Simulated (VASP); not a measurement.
# CaMg7O8: single point with PBEsol

CaMg7O8:

```
O Mg Ca
1.0
     8.61654    0.00000    0.00000
     0.00000    8.61654    0.00000
     0.00000    0.00000    8.61654
O Mg Ca
32 28 4
Direct
  0.24968 0.00023 0.98575
  0.24963 0.00017 0.51441
  0.24968 0.50022 0.98575
  0.24963 0.50017 0.51441
  0.74968 0.00022 0.98575
  0.74963 0.00017 0.51441
  0.74969 0.50022 0.98575
  0.74962 0.50017 0.51441
  0.99969 0.25022 0.99946
  0.99962 0.25017 0.50070
  0.99968 0.75022 0.99946
  0.99963 0.75017 0.50070
  0.49967 0.25022 0.99945
  0.49964 0.25018 0.50070
  0.49968 0.75023 0.99945
  0.49963 0.75017 0.50070
  0.99966 0.00019 0.25008
  0.99966 0.00020 0.75008
  0.99966 0.50020 0.25008
  0.99965 0.50020 0.75008
  0.49966 0.00020 0.25009
  0.49966 0.00020 0.75008
  0.49966 0.50020 0.25005
  0.49966 0.50020 0.75009
  0.24966 0.25020 0.25010
  0.24965 0.25020 0.75007
  0.24966 0.75020 0.25007
  0.24966 0.75020 0.75008
  0.74966 0.25020 0.25005
  0.74966 0.25020 0.75009
  0.74965 0.75020 0.25007
  0.74966 0.75020 0.75008
  0.99965 0.00020 0.99388
  0.99966 0.00019 0.50628
  0.99965 0.50021 0.99388
  0.99967 0.50019 0.50629
  0.49966 0.00021 0.99387
  0.49965 0.00019 0.50628
  0.49966 0.50020 0.99389
  0.49966 0.50019 0.50630
  0.24966 0.25020 0.99387
  0.24965 0.25020 0.50628
  0.24966 0.75019 0.99388
  0.24965 0.75020 0.50629
  0.74966 0.25020 0.99389
  0.74965 0.25020 0.50630
  0.74966 0.75019 0.99388
  0.74965 0.75021 0.50629
  0.24966 0.00020 0.75008
  0.24966 0.50019 0.75008
  0.74965 0.00020 0.75008
  0.74966 0.50020 0.75009
  0.99966 0.25020 0.25008
  0.99965 0.25019 0.75008
  0.99966 0.75020 0.25008
  0.99966 0.75020 0.75008
  0.49966 0.25020 0.25008
  0.49966 0.25020 0.75009
  0.49965 0.75019 0.25008
  0.49966 0.75020 0.75009
  0.24966 0.00020 0.25007
  0.24965 0.50020 0.25008
  0.74965 0.00020 0.25009
  0.74966 0.50020 0.25010
```

```yaml
Program: VASP 6.6.1
Task: single point
Functional: PBEsol
Potentials_or_basis: VASP PAW PBE potentials, release 64 (O, Mg, Ca_sv)
Cutoff: 520 eV
k_mesh: 1 × 1 × 1, shifted
Occupations: fermi-dirac, width 0.05 eV
Spin: no spin polarisation
Dipole_correction: no
Further_INCAR_settings: LREAL = Auto; ALGO = Normal; EDIFF = 1e-06; NBANDS = 182; ISYM = 0
```

```json
{"Pressure": "-0.3 GPa", "Largest force": "0.046 eV/Å", "Band gap on the k mesh": "5.07 eV"}
```

Forces in eV/Å, atoms in the order of the input:
```
O    0.000 -0.002 -0.044
O    0.003  0.000  0.045
O    0.000 -0.002 -0.044
O    0.003  0.000  0.045
O    0.000 -0.002 -0.044
O    0.003  0.000  0.045
O    0.000 -0.002 -0.043
O    0.003  0.000  0.046
O   -0.001 -0.001  0.009
O    0.002  0.001 -0.009
O   -0.001 -0.001  0.009
O    0.002  0.001 -0.009
O    0.000 -0.001  0.009
O    0.001  0.001 -0.009
O   -0.001 -0.001  0.009
O    0.001  0.001 -0.009
O    0.003 -0.001 -0.001
O    0.003 -0.002 -0.001
O    0.003 -0.002 -0.001
O    0.003 -0.002 -0.001
O    0.003 -0.002 -0.001
O    0.003 -0.002 -0.001
O    0.003 -0.002  0.001
O    0.003 -0.002 -0.001
O    0.003 -0.002 -0.002
O    0.003 -0.002 -0.001
O    0.003 -0.002  0.000
O    0.003 -0.001 -0.001
O    0.003 -0.001  0.000
O    0.003 -0.001 -0.001
O    0.003 -0.001 -0.001
O    0.003 -0.001 -0.001
Mg   0.000  0.001 -0.007
Mg  -0.002  0.000  0.007
Mg   0.000  0.000 -0.007
Mg  -0.002  0.000  0.007
Mg   0.000  0.000 -0.007
Mg  -0.001  0.000  0.007
Mg   0.000  0.000 -0.007
Mg  -0.001  0.000  0.006
Mg   0.000  0.001 -0.006
Mg  -0.001  0.000  0.007
Mg   0.000  0.001 -0.007
Mg  -0.001  0.000  0.006
Mg  -0.001  0.001 -0.007
Mg  -0.001  0.000  0.006
Mg  -0.001  0.001 -0.007
Mg  -0.001 -0.001  0.006
Mg  -0.004  0.002  0.001
Mg  -0.004  0.002  0.001
Mg  -0.004  0.002  0.001
Mg  -0.004  0.002  0.001
Mg  -0.004  0.002  0.001
Mg  -0.004  0.002  0.001
Mg  -0.004  0.002  0.001
Mg  -0.004  0.002  0.001
Mg  -0.004  0.002  0.001
Mg  -0.004  0.002  0.000
Mg  -0.003  0.002  0.000
Mg  -0.003  0.002  0.000
Ca  -0.001  0.001  0.000
Ca  -0.001  0.001  0.000
Ca  -0.001  0.000 -0.001
Ca  -0.001  0.000 -0.001
```

Stress tensor (GPa, compression positive):
```
 0.42  0.00  0.00
 0.00  0.41  0.00
 0.00  0.00 -1.65
```

Levels at points of the mesh, in eV from the valence-band top:
```tsv
k point	band 141	band 142	band 143	band 144	band 145	band 146	band 147	band 148
(0.25, 0.25, 0.25)	-0.20	-0.20	-0.09	0.00	5.07	6.60	6.60	6.62
```

It took 20 min on 1 thread of Intel(R) Xeon(R) Platinum 8175M CPU @ 2.50GHz (Skylake/Cascade Lake), on a shared host, peak memory 0.75 GiB.

Caveat: the PAW data sets were made with another functional, which shifts forces and pressure a little; a shifted mesh leaves out Γ, where band edges can lie. A k mesh can miss the band edges.
